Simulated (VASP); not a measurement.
A run of VASP 6.6.1:

INCAR

```
  ALGO = Normal
  EDIFF = 1E-6
  EDIFFG = -0.03
  ENCUT = 600
  GGA = PS
  IBRION = 2
  ISIF = 3
  ISMEAR = 1
  LASPH = True
  LCHARG = False
  LREAL = False
  LWAVE = False
  NELM = 80
  NSW = 80
  PREC = Accurate
  SIGMA = 0.1
```

KPOINTS

```
k-points
0
Gamma
  7 7 7
```

File POSCAR:

```
Na
1.0
    0.0000000000      2.6255376757      2.6255376757
    2.6255376757      0.0000000000      2.6255376757
    2.6255376757      2.6255376757      0.0000000000
Na
1
Direct
    0.0000000000      0.0000000000      0.0000000000
```

Potentials or basis: VASP PAW PBE potentials, release 64 (Na_pv).

Launch:

```sh
$ cat potpaw_PBE.64/Na_pv/POTCAR > POTCAR
$ mpirun -np 1 vasp_std > vasp.out
```

Hardware: 1 thread of Intel Xeon 8259CL, on a shared host.

Estimate the wall time of this run.

Run time: 9.5 s on 1 thread of Intel Xeon 8259CL, with other jobs on the host, peak memory 0.15 GiB. Counts: scf iterations 9, k points 20, ion steps 1.
